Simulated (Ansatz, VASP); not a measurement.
# Pb: VASP beside Ansatz

Contents of POSCAR:

```
Pb
1.0
    3.3711786544      0.0000000000      0.0000000000
   -1.6855893272      2.9195263554      0.0000000000
    0.0000000000      0.0000000000      5.9567165035
Pb
2
Direct
    0.3333333333      0.6666666667      0.2500000000
    0.6666666667      0.3333333333      0.7500000000
```

INCAR.step1

```
SYSTEM = Pb
PREC = Accurate ; ENCUT = 520
ISMEAR = 0 ; SIGMA = 0.15
LREAL = .False. ; LASPH = .True.
NELM = 80 ; NBANDS = 21
GGA = PE ; ALGO = Normal
EDIFF = 1E-4 ; LWAVE = .True.
LCHARG = .False.
```

The input INCAR.step2:

```
SYSTEM = Pb
PREC = Accurate ; ENCUT = 520
EDIFF = 1E-6 ; ISMEAR = 0
SIGMA = 0.15 ; LREAL = .False.
LASPH = .True. ; NELM = 80
ALGO = Normal ; ISIF = 2
LWAVE = .False. ; LCHARG = .False.
METAGGA = R2SCAN ; LMIXTAU = .True.
NBANDS = 21 ; ISTART = 1
```

Contents of KPOINTS:

```
regular mesh
0
Gamma
  18 18 10
  0 0 0
```

Input for Ansatz:

```yaml
crystal:
  lattice:
    - [3.3711786544, 0.0, 0.0]
    - [-1.6855893272, 2.9195263554, 0.0]
    - [0.0, 0.0, 5.9567165035]
  atoms:
    - { symbol: Pb, position: [0.3333333333, 0.6666666667, 0.25] }
    - { symbol: Pb, position: [0.6666666667, 0.3333333333, 0.75] }
basis:
  ecutwfc: 500
kpoints:
  mp_grid: { grid: [18, 18, 10] }
hamiltonian:
  xc: r2scan
scf:
  occupations: { method: gaussian, width: 0.15 }
output:
  forces: true
  stress: true
  eigenvalues: true
```

Alike in both runs: task single point; functional r2SCAN; k mesh 18 × 18 × 10; occupations gaussian, width 0.15 eV; no spin polarisation.

```csv
,VASP,Ansatz
version,VASP 6.6.1,Ansatz 0.2.0
potentials or method,"VASP PAW PBE potentials, release 64 (Pb_d), cutoff 520 eV","scalar-relativistic, plane waves, PAW"
valence electrons in the cell,28,28
```

|  | VASP | Ansatz | Ansatz less VASP |
| --- | --- | --- | --- |
| gap on the k mesh at the Fermi level (eV) | none | none | - |
| pressure (GPa) | 3.1 | 3.1 | -0.02 |
| traceless stress, the component that is largest in VASP (GPa) | -2.46 | -2.46 | +0.003 |

VASP's potentials were made for PBE, not for r2SCAN. A gap of «none» marks a metal or a gap that the smearing closes.

Neither program's run includes spin-orbit coupling.
